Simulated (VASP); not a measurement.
Here is a VASP 6.6.1 calculation.

The input INCAR:

```
SYSTEM = LiF
ALGO     = Normal         ! electronic algorithm
EDIFF    = 1E-6           ! SCF threshold, eV
ENCUT    = 520            ! plane-wave cutoff, eV
GGA      = PE             ! functional
ISIF     = 2              ! what is computed and relaxed
ISMEAR   = -1             ! smearing method
LASPH    = .TRUE.         ! aspherical terms in the spheres
LCHARG   = .FALSE.        ! write CHGCAR
LREAL    = .FALSE.        ! projectors in reciprocal space
LWAVE    = .FALSE.        ! write WAVECAR
NBANDS   = 18             ! bands
NELM     = 100            ! most SCF steps
PREC     = Accurate       ! precision mode
SIGMA    = 0.02           ! smearing width, eV
```

The input KPOINTS:

```
k-points
0
G
  12 12 6
  0 0 0
```

POSCAR

```
LiF
1.0
    3.3292640346      0.0000000000      0.0000000000
   -1.6646320173      2.8832272299      0.0000000000
    0.0000000000      0.0000000000      4.0957566023
Li F
2 2
Direct
    0.3333333333      0.6666666667      0.2500000000
    0.6666666667      0.3333333333      0.7500000000
    0.6666666667      0.3333333333      0.2500000000
    0.3333333333      0.6666666667      0.7500000000
```

Potentials or basis: VASP PAW PBE potentials, release 64 (Li_sv, F).

Launch:

```bash
$ cat potpaw_PBE.64/Li_sv/POTCAR potpaw_PBE.64/F/POTCAR > POTCAR
$ mpirun -np 1 vasp_std > vasp.out
```

**Question.** Predict the band gap on the k mesh.

**Answer.** 7.53 eV, direct.

 PBE gaps usually lie below the measured ones, often by a third to a half.
